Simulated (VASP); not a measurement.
# Ge in VASP: notebook, part 2 of 2

VASP 6.6.1.

## Step 4: Single point, LDA

Contents of INCAR:

```
SYSTEM = Ge
ALGO     = Normal         ! electronic algorithm
DIPOL    = 0.5 0.5 0.500
EDIFF    = 1E-6           ! SCF threshold, eV
ENCUT    = 520            ! plane-wave cutoff, eV
GGA      = CA             ! functional
IDIPOL   = 3            
ISIF     = 2              ! what is computed and relaxed
ISMEAR   = 0              ! smearing method
LASPH    = .True.         ! aspherical terms in the spheres
LCHARG   = .False.        ! write CHGCAR
LDIPOL   = .True.       
LREAL    = .False.        ! projectors in reciprocal space
LWAVE    = .False.        ! write WAVECAR
NBANDS   = 21             ! bands
NELM     = 100            ! most SCF steps
PREC     = Accurate       ! precision mode
SIGMA    = 0.1            ! smearing width, eV
```

Contents of KPOINTS:

```
k-points
0
Gamma
  12 12 1
  0 0 0
```

Contents of POSCAR:

```
Ge
1.0
    3.7040000000      0.0000000000      0.0000000000
   -1.8520000000      3.2077580956      0.0000000000
    0.0000000000      0.0000000000     28.0000000000
Ge
2
Direct
    0.3333333333      0.6666666667      0.5153035714
    0.6666666667      0.3333333333      0.4846964286
```

Potentials or basis: VASP PAW LDA potentials, release 64 (Ge_d).

Run with:

```sh
cat potpaw_LDA.64/Ge_d/POTCAR > POTCAR
mpirun -np 1 vasp_std > vasp.out
```

OUTCAR:

```text
SYSTEM = Ge
   EDIFF = 1E-6
   ENCUT = 520
   GGA = CA
   ISIF = 2
   ISMEAR = 0
   LASPH = .True.
   LREAL = .False.
   NELM = 100
   PREC = Accurate

 ion  position               nearest neighbor table
   1  0.333  0.667  0.515-   2 2.30   2 2.30   2 2.30
   2  0.667  0.333  0.485-   1 2.30   1 2.30   1 2.30

  LATTYP: Found a hexagonal cell.
 ALAT       =     3.7040000000
 C/A-ratio  =     7.5593952484

  Lattice vectors:

 A1 = (   3.7040000000,   0.0000000000,   0.0000000000)
 A2 = (  -1.8520000000,   3.2077580956,   0.0000000000)
 A3 = (   0.0000000000,   0.0000000000,  28.0000000000)

Analysis of symmetry for initial positions (statically):
=====================================================================
 Subroutine PRICEL returns:
 Original cell was already a primitive cell.

 Routine SETGRP: Setting up the symmetry group for a
 hexagonal supercell.

 Subroutine GETGRP returns: Found 12 space group operations
 (whereof 12 operations were pure point group operations)
 out of a pool of 24 trial point group operations.

The static configuration has the point symmetry D_3d.

Analysis of symmetry for dynamics (positions and initial velocities):
=====================================================================
 Subroutine PRICEL returns:
 Original cell was already a primitive cell.

 Routine SETGRP: Setting up the symmetry group for a
 hexagonal supercell.

 Subroutine GETGRP returns: Found 12 space group operations
 (whereof 12 operations were pure point group operations)
 out of a pool of 24 trial point group operations.

The dynamic configuration has the point symmetry D_3d.

 Subroutine INISYM returns: Found 12 space group operations
 (whereof 12 operations are pure point group operations),
 and found     1 'primitive' translations

----------------------------------------------------------------------------------------

                                     Primitive cell

[... 106 lines left out ...]
  Fermi-wavevector in a.u.,A,eV,Ry     =   0.717437  1.355760  7.003141  0.514716
  Thomas-Fermi vector in A             =   1.806117
   LORBIT       =      0    0 simple, 1 ext, 2 COOP (PROOUT), +10 PAW based schemes
   GGA     = CA    functional components
   LHFCALC =     F    Hartree Fock is set to
   AEXX    =    0.0000 exact exchange contribution
   IVDW    =     0    specifies the selected vdW correction
   LEPSILON=     F    determine dielectric tensor
   LRPA    =     F    only Hartree local field effects (RPA)
 non-spin polarized calculation
 Gauss-broadening in eV      SIGMA  =   0.10
  energy-cutoff  :      520.00
  volume of cell :      332.68
 maximum number of plane-waves:      9002
 NGX is ok and might be reduce to    28
   NGX = 13   NGY = 13   NGZ =105

 number of electron      27.9999995 magnetization

 dipolmoment           0.000000      0.000000     -0.000000 electrons x Angstroem

 Free energy of the ion-electron system (eV)
  ---------------------------------------------------
  ext. energy  EPLUGINS =         0.00000000
  ---------------------------------------------------
  free energy    TOTEN  =        -8.87595193 eV

  energy without entropy =       -8.86968845  energy(sigma->0) =       -8.87282019

 E-fermi :  -3.0585     XC(G=0):  -1.8333

 val. band max:       -3.0763082279   @ k =   0.0833   0.0000   0.0000
 cond. band min:      -2.9759468688   @ k =   0.3333   0.2500   0.0000
 fundamental gap:      0.1003613591
 Fermi energy:        -3.0584550634

 k-point     1 :       0.0000    0.0000    0.0000
  band No.  band energies     occupation
      1     -27.8409      2.00000
      2     -27.8409      2.00000
      3     -27.7174      2.00000
      4     -27.7174      2.00000
      5     -27.6570      2.00000
      6     -27.6253      2.00000
[... 445 lines left out ...]
     20       5.3152      0.00000
     21       5.3152      0.00000

------------------------ aborting loop because EDIFF is reached ----------------------------------------

 vacuum level on the upper side and lower side of the slab       (xc-potential included)        -0.007        -0.007

  FORCE on cell =-STRESS in cart. coord.  units (eV):
  Direction    XX          YY          ZZ          XY          YZ          ZX
  --------------------------------------------------------------------------------------
  -------------------------------------------------------------------------------------
  Total        3.7190406      3.7190406     -0.1316222      0.0000000     -0.0000000      0.0000000
  in kB       17.9106306     17.9106306     -0.6338830      0.0000000     -0.0000000      0.0000000
  external PRESSURE =      11.7291261 kB  Pullay stress =       0.0000000 kB

 VOLUME and BASIS-vectors are now :
 -----------------------------------------------------------------------------
  energy-cutoff  :      520.00
  volume of cell :      332.68
      direct lattice vectors                 reciprocal lattice vectors
     3.704000000  0.000000000  0.000000000     0.269978402  0.155872103  0.000000000
    -1.852000000  3.207758096  0.000000000     0.000000000  0.311744206  0.000000000
     0.000000000  0.000000000 28.000000000     0.000000000  0.000000000  0.035714286

 POSITION                                       TOTAL-FORCE (eV/Angst)
 -----------------------------------------------------------------------------------
     -0.00000      2.13851     14.42850        -0.000000     -0.000000     -0.138399
      1.85200      1.06925     13.57150         0.000000      0.000000      0.138399
 -----------------------------------------------------------------------------------
    total drift:                                0.000000      0.000000      0.000000

  FREE ENERGIE OF THE ION-ELECTRON SYSTEM (eV)
  ---------------------------------------------------
  free  energy   TOTEN  =        -8.8759519315 eV

  energy  without entropy=       -8.8696884474  energy(sigma->0) =       -8.87282019

 vacuum level on the upper side and lower side of the slab         1.178         1.178
```

OSZICAR:

```text
N       E                     dE             d eps       ncg     rms          rms(c)
DAV:   1     0.160204465337E+03    0.16020E+03   -0.14353E+04   950   0.139E+03
DAV:   2     0.869611631487E+01   -0.15151E+03   -0.14528E+03  1068   0.269E+02
DAV:   3    -0.850392554816E+01   -0.17200E+02   -0.17089E+02  1046   0.113E+02
DAV:   4    -0.926510646617E+01   -0.76118E+00   -0.76044E+00  1005   0.268E+01
[... 12 lines left out ...]
DAV:  17    -0.887591622177E+01   -0.31115E-04   -0.96915E-07   823   0.979E-03    0.253E-03
DAV:  18    -0.887594032229E+01   -0.24101E-04   -0.13037E-06   803   0.512E-03    0.120E-03
DAV:  19    -0.887594832938E+01   -0.80071E-05   -0.22046E-07   770   0.499E-03    0.472E-04
DAV:  20    -0.887595105589E+01   -0.27265E-05   -0.43042E-08   755   0.243E-03    0.266E-04
DAV:  21    -0.887595193148E+01   -0.87559E-06   -0.10654E-08   719   0.862E-04
   1 F= -.88759519E+01 E0= -.88728202E+01  d E =-.626348E-02
```

It took 3.5 min on 1 thread of AMD EPYC 7R43 (Zen 3), shared host; peak memory 0.31 GiB.

What came out:

```yaml
Free_energy: -8.8760 eV
Largest_force: 0.138 eV/Å
Band_gap_on_the_k_mesh: zero (band 14 reaches -2.85 eV, above the bottom of band 15 at -3.52 eV)
```

Forces in eV/Å, atoms in the order of the input:
```
Ge   0.000  0.000 -0.138
Ge   0.000  0.000  0.138
```

## Step 5: Single point, LDA

Contents of INCAR:

```
ALGO = Normal
DIPOL = 0.5 0.5 0.500
EDIFF = 1E-6
ENCUT = 520
GGA = CA
IDIPOL = 3
ISIF = 2
ISMEAR = 0
LASPH = True
LCHARG = False
LDIPOL = True
LREAL = False
LWAVE = False
NBANDS = 21
NELM = 100
PREC = Accurate
SIGMA = 0.1
```

Contents of KPOINTS:

```
k-points
0
Gamma
  12 12 1
```

Contents of POSCAR:

```
Ge
1.0
    3.7040000000      0.0000000000      0.0000000000
   -1.8520000000      3.2077580956      0.0000000000
    0.0000000000      0.0000000000     28.0000000000
Ge
2
Direct
    0.3333333333      0.6666666667      0.5025535714
    0.6666666667      0.3333333333      0.4974464286
```

Run with:

```sh
cat potpaw_LDA.64/Ge_d/POTCAR > POTCAR
mpirun -np 1 vasp_std > vasp.out
```

Wall time 3.3 min (1 thread of AMD EPYC 7R43 (Zen 3), shared host); peak memory 0.31 GiB.

The run converged. Its results:

| Quantity | Value |
| --- | --- |
| Free energy | -8.3662 eV |
| Largest force | 0.535 eV/Å |
| Band gap on the k mesh | zero (filled and empty bands touch) |

Forces on the atoms (eV/Å):
```
Ge   0.000  0.000  0.535
Ge   0.000  0.000 -0.535
```

Levels at points of the mesh, in eV from the Fermi level:
| k point | band 12 | band 13 | band 14 | band 15 | band 16 | band 17 |
| --- | --- | --- | --- | --- | --- | --- |
| (0.00, 0.00, 0.00) | -3.91 | -1.25 | -1.25 | 1.51 | 2.83 | 3.93 |
| (0.50, 0.00, 0.00) | -8.96 | -3.37 | -1.25 | 0.84 | 1.13 | 6.20 |
